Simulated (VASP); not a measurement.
Wanted: the native input for a VASP 6.6.1 run.

- Task: single point
- Functional: r2SCAN
- Potentials or basis: VASP PAW PBE potentials, release 64 (Be, Te)
- Cutoff: 520 eV
- k mesh: 8 × 8 × 8
- Occupations: gaussian, width 0.01 eV
- Spin: no spin polarisation
- Dipole correction: no
- Further INCAR settings: ALGO = Normal; EDIFF = 1e-06; NBANDS = 11

BeTe:

```
Be Te
1.0
     0.00000    2.73415    2.73415
     2.73415    0.00000    2.73415
     2.73415    2.73415    0.00000
Be Te
1 1
Direct
  0.00000 0.00000 0.00000
  0.25000 0.25000 0.25000
```

This cell differs from its parent crystal: strain -3.3%.

One way to write it, as run:

POSCAR

```
BeTe
1.0
    0.0000000000      2.7341475934      2.7341475934
    2.7341475934      0.0000000000      2.7341475934
    2.7341475934      2.7341475934      0.0000000000
Be Te
1 1
Direct
    0.0000000000      0.0000000000      0.0000000000
    0.2500000000      0.2500000000      0.2500000000
```

INCAR.step1

```
SYSTEM = BeTe
PREC = Accurate
ENCUT = 520
ISMEAR = 0
SIGMA = 0.01
LREAL = .False.
LASPH = .True.
NELM = 60
NBANDS = 11
GGA = PE
ALGO = Normal
EDIFF = 1E-4
LWAVE = .True.
LCHARG = .False.
```

INCAR.step2

```
SYSTEM = BeTe
PREC = Accurate
ENCUT = 520
EDIFF = 1E-6
ISMEAR = 0
SIGMA = 0.01
LREAL = .False.
LASPH = .True.
NELM = 60
ALGO = Normal
ISIF = 2
LWAVE = .False.
LCHARG = .False.
METAGGA = R2SCAN
LMIXTAU = .True.
NBANDS = 11
ISTART = 1
```

KPOINTS

```
regular mesh
0
Gamma
  8 8 8
  0 0 0
```

Potentials or basis: VASP PAW PBE potentials, release 64 (Be, Te).

The run is started by

```bash
$ cat potpaw_PBE.64/Be/POTCAR potpaw_PBE.64/Te/POTCAR > POTCAR
$ cp INCAR.step1 INCAR
$ mpirun -np 1 vasp_std > vasp.out
$ cp INCAR.step2 INCAR
$ mpirun -np 1 vasp_std > vasp.out
```

Results of the run:

```
Pressure               : 7.6 GPa
Band gap on the k mesh : 2.10 eV (least direct gap 3.91 eV)
```

Caveat: the cell differs from its parent crystal (strain -3.3%); the cell stands under pressure; the PAW data sets were made with another functional, which shifts forces and pressure a little; spin-orbit coupling is left out, which moves the levels of the heavy elements.

Wall time 40 s on 1 thread of Intel(R) Xeon(R) Platinum 8488C (Sapphire Rapids), on a shared host, peak memory 0.18 GiB.
